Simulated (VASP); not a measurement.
# As (Pm-3m) in VASP: further runs

Runs on As. Level: RPBE. Tasks: single point.

Program: VASP 6.6.1. These are calculated values, not measurements. Logs are shortened: lines on timing, memory, paths and dates and some standing lists are left out, and cuts for length are marked.

**1. The cell of the first run**

It takes space group Pm-3m (No. 221, cubic). Conventional cell: a = 2.639 Å, b = 2.639 Å, c = 2.639 Å, α = 90.00°, β = 90.00°, γ = 90.00°. As (site symmetry m-3m) has 6 As at 2.64 Å within 3.5 Å.

**2. Single point, RPBE (volume scaled by 0.88)**

Contents of INCAR:

```
SYSTEM = As
PREC = Accurate ; ENCUT = 520
EDIFF = 1E-6 ; ISMEAR = -1
SIGMA = 0.1 ; LREAL = .FALSE.
LASPH = .TRUE. ; NELM = 60
ALGO = Normal ; ISIF = 2
LWAVE = .FALSE. ; LCHARG = .TRUE.
GGA = RP ; LELF = .TRUE.
LVHAR = .TRUE. ; NBANDS = 8
```

Contents of KPOINTS:

```
regular mesh
0
G
  13 13 13
  0 0 0
```

Contents of POSCAR:

```
As
1.0
    2.6388721293      0.0000000000      0.0000000000
    0.0000000000      2.6388721293      0.0000000000
    0.0000000000      0.0000000000      2.6388721293
As
1
Direct
    0.0000000000      0.0000000000      0.0000000000
```

Potentials or basis: VASP PAW PBE potentials, release 64 (As).

Command:

```bash
$ cat potpaw_PBE.64/As/POTCAR > POTCAR
$ mpirun -np 1 vasp_std > vasp.out
```

OUTCAR:

```text
SYSTEM = As
   PREC = Accurate
   ENCUT = 520
   EDIFF = 1E-6
   ISMEAR = -1
   LREAL = .FALSE.
   LASPH = .TRUE.
   NELM = 60
   ISIF = 2
   GGA = RP

 ion  position               nearest neighbor table
   1  0.000  0.000  0.000-

  LATTYP: Found a simple cubic cell.
 ALAT       =     2.6388721293

  Lattice vectors:

 A1 = (   2.6388721293,   0.0000000000,   0.0000000000)
 A2 = (   0.0000000000,   2.6388721293,   0.0000000000)
 A3 = (   0.0000000000,   0.0000000000,   2.6388721293)

Analysis of symmetry for initial positions (statically):
=====================================================================
 Subroutine PRICEL returns:
 Original cell was already a primitive cell.

 Routine SETGRP: Setting up the symmetry group for a
 simple cubic supercell.

 Subroutine GETGRP returns: Found 48 space group operations
 (whereof 48 operations were pure point group operations)
 out of a pool of 48 trial point group operations.

The static configuration has the point symmetry O_h .

Analysis of symmetry for dynamics (positions and initial velocities):
=====================================================================
 Subroutine PRICEL returns:
 Original cell was already a primitive cell.

 Routine SETGRP: Setting up the symmetry group for a
 simple cubic supercell.

 Subroutine GETGRP returns: Found 48 space group operations
 (whereof 48 operations were pure point group operations)
 out of a pool of 48 trial point group operations.

The dynamic configuration has the point symmetry O_h .

 Subroutine INISYM returns: Found 48 space group operations
 (whereof 48 operations are pure point group operations),
 and found     1 'primitive' translations

----------------------------------------------------------------------------------------

                                     Primitive cell

  volume of cell :      18.3762

  direct lattice vectors                    reciprocal lattice vectors
     2.638872129  0.000000000  0.000000000     0.378949775  0.000000000  0.000000000
     0.000000000  2.638872129  0.000000000     0.000000000  0.378949775  0.000000000
     0.000000000  0.000000000  2.638872129     0.000000000  0.000000000  0.378949775

  length of vectors
     2.638872129  2.638872129  2.638872129     0.378949775  0.378949775  0.378949775

  position of ions in fractional coordinates (direct lattice)
     0.000000000  0.000000000  0.000000000

  ion indices of the primitive-cell ions
   primitive index   ion index
                 1           1

----------------------------------------------------------------------------------------

 KPOINTS: regular mesh

Automatic generation of k-mesh.
 Grid dimensions read from file:
 generate k-points for:   13   13   13

 Generating k-lattice:

  Cartesian coordinates                     Fractional coordinates (reciprocal lattice)
     0.029149983  0.000000000  0.000000000     0.076923077  0.000000000  0.000000000
     0.000000000  0.029149983  0.000000000     0.000000000  0.076923077  0.000000000
     0.000000000  0.000000000  0.029149983     0.000000000  0.000000000  0.076923077

  Length of vectors
     0.029149983  0.029149983  0.029149983

  Shift w.r.t. Gamma in fractional coordinates (k-lattice)
     0.000000000  0.000000000  0.000000000

 Subroutine IBZKPT returns following result:
 ===========================================

 Found     84 irreducible k-points:

 Following reciprocal coordinates:
            Coordinates               Weight
  0.000000  0.000000  0.000000      1.000000
  0.076923  0.000000  0.000000      6.000000
  0.153846  0.000000  0.000000      6.000000
  0.230769  0.000000  0.000000      6.000000
  0.307692  0.000000  0.000000      6.000000
  0.384615  0.000000  0.000000      6.000000
[... 16 lines left out ...]
  0.307692  0.307692  0.000000     12.000000
  0.384615  0.307692  0.000000     24.000000
 [... further k-points ...]
   k-points           NKPTS =     84   k-points in BZ     NKDIM =     84   number of bands    NBANDS=      8
   number of dos      NEDOS =    301   number of ions     NIONS =      1
   total plane-waves  NPLWV =   8000
   dimension x,y,z NGX =    20 NGY =   20 NGZ =   20
   dimension x,y,z NGXF=    40 NGYF=   40 NGZF=   40
   ions per type =               1
   NGX,Y,Z   is equivalent  to a cutoff of  12.60, 12.60, 12.60 a.u.
   NGXF,Y,Z  is equivalent  to a cutoff of  25.20, 25.20, 25.20 a.u.
 SYSTEM =  As
   PREC   = accura    normal or accurate (medium, high low for compatibility)
   ISTART =      0    job   : 0-new  1-cont  2-samecut
   ICHARG =      2    charge: 1-file 2-atom 10-const
   ISPIN  =      1    spin polarized calculation?
   LNONCOLLINEAR =      F non collinear calculations
   LSORBIT =      F    spin-orbit coupling
   LASPH  =      T    aspherical Exc in radial PAW
   ENCUT  =  520.0 eV  38.22 Ry    6.18 a.u.   4.91  4.91  4.91*2*pi/ulx,y,z
   NELM   =     60;   NELMIN=  2; NELMDL= -5     # of ELM steps
   EDIFF  = 0.1E-05   stopping-criterion for ELM
   LREAL  =      F    real-space projection
   EDIFFG = 0.1E-04   stopping-criterion for IOM
   NSW    =      0    number of steps for IOM
   IBRION =     -1    ionic relax: 0-MD 1-quasi-New 2-CG
   NFREE  =      0    steps in history (QN), initial steepest desc. (CG)
   ISIF   =      2    stress and relaxation
   ISYM   =      2    0-nonsym 1-usesym 2-fastsym
   POTIM  = 0.5000    time-step for ionic-motion
   TEBEG  =    0.0;   TEEND  =   0.0 temperature during run
   PSTRESS=    0.0 pullay stress
   NELECT =       5.0000    total number of electrons
   NUPDOWN=      -1.0000    fix difference up-down
   EMIN   =  10.00;   EMAX   =-10.00  energy-range for DOS
   EFERMI =   0.00;   METHOD = LEGACY
   ISMEAR =    -1;   SIGMA  =   0.10  broadening in eV -4-tet -1-fermi 0-gaus
   EFERMI_NEDOS =   21; number of points for ismear=-14 and -15
   IALGO  =     38    algorithm
   IMIX   =      4    mixing-type and parameters
     AMIX     =   0.40;   BMIX     =  1.00
     AMIX_MAG =   1.60;   BMIX_MAG =  1.00
  volume/ion in A,a.u.               =      18.38       124.01
  Fermi-wavevector in a.u.,A,eV,Ry     =   1.060832  2.004681 15.311505  1.125364
  Thomas-Fermi vector in A             =   2.196227
   LORBIT       =      0    0 simple, 1 ext, 2 COOP (PROOUT), +10 PAW based schemes
   GGA     = RP    functional components
   LHFCALC =     F    Hartree Fock is set to
   AEXX    =    0.0000 exact exchange contribution
   IVDW    =     0    specifies the selected vdW correction
   LEPSILON=     F    determine dielectric tensor
   LRPA    =     F    only Hartree local field effects (RPA)
 non-spin polarized calculation
  energy-cutoff  :      520.00
  volume of cell :       18.38
 maximum number of plane-waves:       509
 NGX is ok and might be reduce to    20
   NGX =  9   NGY =  9   NGZ =  9

 number of electron       4.9999999 magnetization

 Free energy of the ion-electron system (eV)
  ---------------------------------------------------
  ext. energy  EPLUGINS =         0.00000000
  ---------------------------------------------------
  free energy    TOTEN  =        -4.10881442 eV

  energy without entropy =       -4.10043042  energy(sigma->0) =       -4.10462242

 E-fermi :   7.0098     XC(G=0): -10.7088

 val. band max:        6.9983141177   @ k =   0.3077   0.2308   0.2308
 cond. band min:       7.0159034238   @ k =   0.3077   0.3077   0.3077
 fundamental gap:      0.0175893062
 Fermi energy:         7.0097564584

 k-point     1 :       0.0000    0.0000    0.0000
  band No.  band energies     occupation
      1      -8.7587      2.00000
      2      11.3568      0.00000
      3      11.3568      0.00000
      4      11.3568      0.00000
      5      15.4081      0.00000
      6      15.4081      0.00000
      7      18.1948      0.00000
      8      32.7250      0.00000

 k-point     2 :       0.0769    0.0000    0.0000
  band No.  band energies     occupation
      1      -8.6416      2.00000
      2       9.8331      0.00000
      3      11.4626      0.00000
      4      11.4626      0.00000
      5      15.5105      0.00000
      6      16.5344      0.00000
      7      18.8905      0.00000
      8      31.0209      0.00000

 k-point     3 :       0.1538    0.0000    0.0000
  band No.  band energies     occupation
      1      -8.2930      2.00000
      2       7.3244      0.08244
      3      11.7720      0.00000
      4      11.7720      0.00000
      5      15.8138      0.00000
      6      17.4991      0.00000
      7      21.2956      0.00000
      8      28.6167      0.00000

 k-point     4 :       0.2308    0.0000    0.0000
  band No.  band energies     occupation
      1      -7.7239      2.00000
      2       4.8533      2.00000
      3      12.2582      0.00000
      4      12.2582      0.00000
      5      16.3037      0.00000
      6      18.2057      0.00000
      7      24.2481      0.00000
      8      26.3784      0.00000

 k-point     5 :       0.3077    0.0000    0.0000
  band No.  band energies     occupation
      1      -6.9636      2.00000
      2       2.6160      2.00000
      3      12.8633      0.00000
      4      12.8633      0.00000
      5      16.9440      0.00000
      6      19.0353      0.00000
      7      24.4418      0.00000
      8      24.4418      0.00000
[... 177 lines left out ...]
 k-point    22 :       0.4615    0.2308    0.0000
  band No.  band energies     occupation
      1      -4.3403      2.00000
      2       0.4930      2.00000
      3       7.7984      0.00075
      4      14.1085      0.00000
      5      14.7655      0.00000
      6      20.9344      0.00000
      7      22.9791      0.00000
      8      23.8188      0.00000

 k-point    23 :       0.3077    0.3077    0.0000
  band No.  band energies     occupation
      1      -5.1624      2.00000
      2       3.9030      2.00000
      3       4.6758      2.00000
      4      14.3509      0.00000
      5      14.6400      0.00000
      6      20.0048      0.00000
      7      25.6952      0.00000
      8      26.1921      0.00000

 k-point    24 :       0.3846    0.3077    0.0000
  band No.  band energies     occupation
      1      -4.2851      2.00000
      2       2.3664      2.00000
      3       5.0676      2.00000
      4      12.9959      0.00000
      5      14.9479      0.00000
      6      20.9111      0.00000
      7      24.4497      0.00000
      8      25.8561      0.00000

 [... further k-points ...]
[... 5 lines left out ...]
  --------------------------------------------------------------------------------------
  -------------------------------------------------------------------------------------
  Total        1.4274882      1.4274882      1.4274882     -0.0000000      0.0000000     -0.0000000
  in kB      124.4595031    124.4595031    124.4595031     -0.0000000      0.0000000     -0.0000000
  external PRESSURE =     124.4595031 kB  Pullay stress =       0.0000000 kB

 VOLUME and BASIS-vectors are now :
 -----------------------------------------------------------------------------
  energy-cutoff  :      520.00
  volume of cell :       18.38
      direct lattice vectors                 reciprocal lattice vectors
     2.638872129  0.000000000  0.000000000     0.378949775  0.000000000  0.000000000
     0.000000000  2.638872129  0.000000000     0.000000000  0.378949775  0.000000000
     0.000000000  0.000000000  2.638872129     0.000000000  0.000000000  0.378949775

 POSITION                                       TOTAL-FORCE (eV/Angst)
 -----------------------------------------------------------------------------------
      0.00000      0.00000      0.00000         0.000000      0.000000      0.000000
 -----------------------------------------------------------------------------------
    total drift:                               -0.000000     -0.000000      0.000000

  FREE ENERGIE OF THE ION-ELECTRON SYSTEM (eV)
  ---------------------------------------------------
  free  energy   TOTEN  =        -4.1088144172 eV

  energy  without entropy=       -4.1004304231  energy(sigma->0) =       -4.10462242
```

Wall time 4.1 s (1 thread of Intel Xeon 6975P-C (Granite Rapids), shared host); peak memory 0.12 GiB.

What came out:

| Quantity | Value |
| --- | --- |
| Free energy | -4.1088 eV |
| Pressure | 12.4 GPa |

Levels at points of the mesh, in eV from the Fermi level:
```
           k point  band 1  band 2  band 3  band 4  band 5  band 6  band 7
(0.00, 0.00, 0.00)  -15.77    4.35    4.35    4.35    8.40    8.40   11.19
```

Caveat: the PAW data sets were made with another functional, which shifts forces and pressure a little.

**3. Single point, RPBE (volume scaled by 0.92)**

Contents of INCAR:

```
  PREC = Accurate
  ENCUT = 520
  EDIFF = 1E-7
  ISMEAR = -1
  SIGMA = 0.1
  LREAL = F
  LASPH = T
  NELM = 80
  ALGO = Normal
  ISIF = 2
  LWAVE = F
  LCHARG = F
  GGA = RP
  NBANDS = 8
```

Contents of KPOINTS:

```
regular mesh
0
Gamma
  13 13 13
```

Contents of POSCAR:

```
As
1.0
    2.6782640880      0.0000000000      0.0000000000
    0.0000000000      2.6782640880      0.0000000000
    0.0000000000      0.0000000000      2.6782640880
As
1
Direct
    0.0000000000      0.0000000000      0.0000000000
```

Potentials or basis: VASP PAW PBE potentials, release 64 (As).

Command:

```bash
$ cat potpaw_PBE.64/As/POTCAR > POTCAR
$ mpirun -np 1 vasp_std > vasp.out
```

It took 4.3 s on 1 thread of Intel Xeon 6975P-C (Granite Rapids), shared host; peak memory 0.12 GiB.

Results (log left out):

```yaml
Free_energy: -4.1595 eV
Pressure: 7.2 GPa
```

Levels at points of the mesh, in eV from the Fermi level:
| k point | band 1 | band 2 | band 3 | band 4 | band 5 | band 6 |
| --- | --- | --- | --- | --- | --- | --- |
| (0.00, 0.00, 0.00) | -15.34 | 4.18 | 4.18 | 4.18 | 8.37 | 8.37 |

Caveat: the PAW data sets were made with another functional, which shifts forces and pressure a little.
